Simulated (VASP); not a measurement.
# BaH (I4/mmm) in VASP: notebook, part 2 of 2

VASP 6.6.1. Earlier steps stand in the parts before.

### Step 3. Relaxation of cell and atoms, PBE

File INCAR:

```
ALGO = Normal
EDIFF = 1E-7
EDIFFG = -0.04
ENCUT = 600
GGA = PE
IBRION = 2
ISIF = 3
ISMEAR = 0
LASPH = T
LCHARG = F
LREAL = F
LWAVE = F
NELM = 100
NSW = 90
PREC = Accurate
SIGMA = 0.1
```

File KPOINTS:

```
k-points
0
Gamma
  6 6 6
```

File POSCAR:

```
BaH
1.0
   -2.1482332600      2.1482332600      2.1886925400
    2.1482332600     -2.1482332600      2.1886925400
    2.1482332600      2.1482332600     -2.1886925400
Ba H
1 1
Direct
    0.0000000000      0.0000000000      0.0000000000
    0.5000000000      0.5000000000      0.0000000000
```

Potentials or basis: VASP PAW PBE potentials, release 64 (Ba_sv, H).

On the command line:

```
> cat potpaw_PBE.64/Ba_sv/POTCAR potpaw_PBE.64/H/POTCAR > POTCAR
> mpirun -np 1 vasp_std > vasp.out
```

OUTCAR:

```text
EDIFF = 1E-7
   EDIFFG = -0.04
   ENCUT = 600
   GGA = PE
   IBRION = 2
   ISIF = 3
   ISMEAR = 0
   LASPH = T
   LREAL = F
   NELM = 100
   NSW = 90
   PREC = Accurate

 ion  position               nearest neighbor table
   1  0.000  0.000  0.000-   2 2.19   2 2.19
   2  0.500  0.500  0.000-   1 2.19   1 2.19

  LATTYP: Found a body centered tetragonal cell.
 ALAT       =     4.2964665200
 C/A-ratio  =     1.0188337462

  Lattice vectors:

 A1 = (  -2.1482332600,   2.1482332600,   2.1886925400)
 A2 = (   2.1482332600,  -2.1482332600,   2.1886925400)
 A3 = (   2.1482332600,   2.1482332600,  -2.1886925400)

Analysis of symmetry for initial positions (statically):
=====================================================================
 Subroutine PRICEL returns:
 Original cell was already a primitive cell.

 Routine SETGRP: Setting up the symmetry group for a
 body centered tetragonal supercell.

 Subroutine GETGRP returns: Found 16 space group operations
 (whereof 16 operations were pure point group operations)
 out of a pool of 16 trial point group operations.

The static configuration has the point symmetry D_4h.

Analysis of symmetry for dynamics (positions and initial velocities):
=====================================================================
 Subroutine PRICEL returns:
 Original cell was already a primitive cell.

 Routine SETGRP: Setting up the symmetry group for a
 body centered tetragonal supercell.

 Subroutine GETGRP returns: Found 16 space group operations
 (whereof 16 operations were pure point group operations)
 out of a pool of 16 trial point group operations.

The dynamic configuration has the point symmetry D_4h.

 Subroutine INISYM returns: Found 16 space group operations
 (whereof 16 operations are pure point group operations),
 and found     1 'primitive' translations

----------------------------------------------------------------------------------------

                                     Primitive cell

  volume of cell :      40.4024

[... 109 lines left out ...]
  volume/ion in A,a.u.               =      20.20       136.32
  Fermi-wavevector in a.u.,A,eV,Ry     =   1.061052  2.005097 15.317855  1.125831
  Thomas-Fermi vector in A             =   2.196454
   LORBIT       =      0    0 simple, 1 ext, 2 COOP (PROOUT), +10 PAW based schemes
   GGA     = PE    functional components
   LHFCALC =     F    Hartree Fock is set to
   AEXX    =    0.0000 exact exchange contribution
   IVDW    =     0    specifies the selected vdW correction
   LEPSILON=     F    determine dielectric tensor
   LRPA    =     F    only Hartree local field effects (RPA)
 conjugate gradient relaxation of ions
 non-spin polarized calculation
 Gauss-broadening in eV      SIGMA  =   0.10
  energy-cutoff  :      600.00
  volume of cell :       40.40
 maximum number of plane-waves:      1369
 NGX is ok and might be reduce to    30
   NGX = 15   NGY = 15   NGZ = 15

--------------------------------------- Ionic step        1  -------------------------------------------

 number of electron      11.0000001 magnetization

 Free energy of the ion-electron system (eV)
  ---------------------------------------------------
  ext. energy  EPLUGINS =         0.00000000
  ---------------------------------------------------
  free energy    TOTEN  =        -4.79642940 eV

  energy without entropy =       -4.78987516  energy(sigma->0) =       -4.79315228

 E-fermi :   3.8288     XC(G=0):  -9.2799

 val. band max:        3.7774336242   @ k =  -0.3333   0.5000   0.1667
 cond. band min:       3.8891675050   @ k =  -0.1667  -0.3333   0.1667
 fundamental gap:      0.1117338808
 Fermi energy:         3.8287971783

 k-point     1 :       0.0000    0.0000    0.0000
  band No.  band energies     occupation
      1     -24.6010      2.00000
      2      -8.9997      2.00000
      3      -8.9974      2.00000
      4      -8.9974      2.00000
      5      -1.5012      2.00000
      6       4.9962      0.00000
      7       5.9739      0.00000
      8       5.9739      0.00000
      9       6.1468      0.00000
[... 377 lines left out ...]
  FREE ENERGIE OF THE ION-ELECTRON SYSTEM (eV)
  ---------------------------------------------------
  free  energy   TOTEN  =        -5.7520888054 eV

  energy  without entropy=       -5.7395165714  energy(sigma->0) =       -5.74580269

[... ionic steps 4 to 8 ...]

--------------------------------------- Ionic step        9  -------------------------------------------

 number of electron      11.0000001 magnetization

------------------------ aborting loop because EDIFF is reached ----------------------------------------
[... 67 lines left out ...]
--------------------------------------- Ionic step       11  -------------------------------------------

 number of electron      11.0000001 magnetization

 Free energy of the ion-electron system (eV)
  ---------------------------------------------------
  ext. energy  EPLUGINS =         0.00000000
  ---------------------------------------------------
  free energy    TOTEN  =        -5.80173992 eV

  energy without entropy =       -5.79486701  energy(sigma->0) =       -5.79830346

 E-fermi :   2.9824     XC(G=0):  -8.5723

 val. band max:        2.9117583035   @ k =   0.3333   0.3333   0.0000
 cond. band min:       3.0267523224   @ k =   0.5000   0.5000   0.3333
 fundamental gap:      0.1149940189
 Fermi energy:         2.9824438246

 k-point     1 :       0.0000    0.0000    0.0000
  band No.  band energies     occupation
      1     -25.7044      2.00000
      2     -10.4461      2.00000
      3     -10.4461      2.00000
      4     -10.4451      2.00000
      5      -2.2495      2.00000
      6       4.8375      0.00000
      7       4.8375      0.00000
      8       4.8528      0.00000
      9       6.8790      0.00000
[... 305 lines left out ...]
  FREE ENERGIE OF THE ION-ELECTRON SYSTEM (eV)
  ---------------------------------------------------
  free  energy   TOTEN  =        -5.8017399162 eV

  energy  without entropy=       -5.7948670114  energy(sigma->0) =       -5.79830346

 reached required accuracy - stopping structural energy minimisation
```

Run time: 95 s. Hardware: 1 thread of Intel Xeon Platinum 8488C (Sapphire Rapids), shared host; peak memory 0.18 GiB.

What came out:

* Free energy: -5.8017 eV
* Relaxed volume: 24.65 Å³/atom
* Relaxed cell: a = 4.114 Å, b = 4.114 Å, c = 4.114 Å, α = 119.92°, β = 119.92°, γ = 90.13°
* Space group after relaxing (to 0.1 Å): Fm-3m (No. 225)
* Energy gained by relaxing: 502.7 meV/atom
* Ionic steps: 11
* Pressure after relaxing: 0.0 GPa
* Band gap on the k mesh: zero (an odd number of electrons rules out a gap without spin polarisation)

The path:
| step | energy change (eV) | largest force (eV/Å) | pressure (GPa) | volume (Å³) |
| --- | --- | --- | --- | --- |
| 1 | 0.0000 | 0.0000 | 15.27 | 40.40 |
| 2 | -0.9517 | 0.0000 | -0.48 | 52.01 |
| 3 | -0.9557 | 0.0000 | -0.82 | 52.64 |
| 4 | -0.9568 | 0.0000 | -1.41 | 53.92 |
| 5 | -0.9574 | 0.0000 | -1.25 | 53.55 |
| 6 | -0.9779 | 0.0000 | -0.93 | 52.04 |
| 7 | -1.0009 | 0.0000 | 0.05 | 49.23 |
| 8 | -1.0021 | 0.0000 | 0.52 | 48.25 |
| 9 | -1.0022 | 0.0000 | 0.41 | 48.45 |
| 10 | -1.0046 | 0.0000 | 0.20 | 48.85 |
| 11 | -1.0053 | 0.0000 | -0.03 | 49.30 |

Final structure:
```yaml
crystal:
  lattice:
    - [-2.05951, 2.05951, 2.90577]
    - [2.05951, -2.05951, 2.90577]
    - [2.05951, 2.05951, -2.90577]
  atoms:
    - { symbol: Ba, position: [0.00000, 0.00000, 0.00000] }
    - { symbol: H, position: [0.50000, 0.50000, 0.00000] }
```

Levels at points of the mesh, in eV from the Fermi level:
| k point | band 1 | band 2 | band 3 | band 4 | band 5 | band 6 | band 7 | band 8 | band 9 |
| --- | --- | --- | --- | --- | --- | --- | --- | --- | --- |
| (0.00, 0.00, 0.00) | -28.69 | -13.43 | -13.43 | -13.43 | -5.23 | 1.86 | 1.86 | 1.87 | 3.90 |
| (0.50, 0.00, 0.00) | -28.57 | -14.48 | -13.55 | -13.55 | -2.87 | -1.32 | 1.45 | 1.47 | 4.90 |
| (0.50, 0.50, 0.00) | -28.53 | -14.34 | -13.78 | -13.77 | -4.58 | -0.61 | 2.94 | 5.56 | 6.05 |
| (0.50, 0.50, 0.50) | -28.53 | -14.34 | -13.78 | -13.78 | -4.58 | -0.61 | 2.97 | 5.56 | 6.40 |

Caveat: the volume moved by over 15 % at a fixed basis, so the end points are rough; spin-orbit coupling is left out, which moves the levels of the heavy elements.

The gap in the log of VASP goes by the Fermi energy; the results here count the filled bands.